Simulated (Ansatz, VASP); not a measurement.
**Li2H: VASP beside Ansatz**

INCAR

```
PREC     = Accurate       # precision mode
ENCUT    = 520            # plane-wave cutoff, eV
EDIFF    = 1E-6           # SCF threshold, eV
ISMEAR   = 0              # smearing method
SIGMA    = 0.1            # smearing width, eV
LREAL    = False          # projectors in reciprocal space
LASPH    = True           # aspherical terms in the spheres
NELM     = 80             # most SCF steps
ALGO     = Normal         # electronic algorithm
ISIF     = 2              # what is computed and relaxed
LWAVE    = False          # write WAVECAR
LCHARG   = False          # write CHGCAR
GGA      = PE             # functional
NBANDS   = 16             # bands
```

File KPOINTS:

```
regular mesh
0
Gamma
  6 6 4
```

Contents of POSCAR:

```
Li2H
1.0
    1.2987583700     -4.5970081200      0.0000000000
    1.2987583700      4.5970081200      0.0000000000
    0.0000000000      0.0000000000      4.1010077000
Li H
4 2
Direct
    0.0691202900      0.9308797100      0.3802274500
    0.9308797100      0.0691202900      0.8802274500
    0.7996466800      0.2003533200      0.1957075300
    0.2003533200      0.7996466800      0.6957075300
    0.4064749600      0.5935250400      0.4990660500
    0.5935250400      0.4064749600      0.9990660500
```

Input for Ansatz:

```yaml
crystal:
  lattice:
    - [1.29875837, -4.59700812, 0.0]
    - [1.29875837, 4.59700812, 0.0]
    - [0.0, 0.0, 4.1010077]
  atoms:
    - { symbol: Li, position: [0.06912029, 0.93087971, 0.38022745] }
    - { symbol: Li, position: [0.93087971, 0.06912029, 0.88022745] }
    - { symbol: Li, position: [0.79964668, 0.20035332, 0.19570753] }
    - { symbol: Li, position: [0.20035332, 0.79964668, 0.69570753] }
    - { symbol: H, position: [0.40647496, 0.59352504, 0.49906605] }
    - { symbol: H, position: [0.59352504, 0.40647496, 0.99906605] }
basis:
  ecutwfc: 420
kpoints:
  mp_grid: { grid: [6, 6, 4] }
hamiltonian:
  xc: pbe
scf:
  occupations: { method: gaussian, width: 0.1 }
  lower_state_search: "off"
output:
  forces: true
  stress: true
  eigenvalues: true
```

Change from the starting cell: species swapped into the MoP2 type (Cmc2_1, No. 36).

Alike in both runs: task single point; functional PBE; k mesh 6 × 6 × 4; occupations gaussian, width 0.1 eV; no spin polarisation.

```csv
,VASP,Ansatz
version,VASP 6.6.1,Ansatz 0.2.0
potentials or method,"VASP PAW PBE potentials, release 64 (Li_sv, H), cutoff 520 eV","scalar-relativistic, plane waves, PAW"
valence electrons in the cell,14,14
```

```csv
,VASP,Ansatz,Ansatz less VASP
gap on the k mesh at the Fermi level (eV),none,none,-
rms of the force components (eV/Å),1.210,1.222,+0.0122
```

Atom by atom the forces differ by 0.013 eV/Å (rms over components). A gap of «none» marks a metal or a gap that the smearing closes.

The k mesh is coarse, so the values compare programs but aren't converged. Noted on VASP's run: the cutoff is under 1.25 times that of the potentials, so the pressure is a little rough.
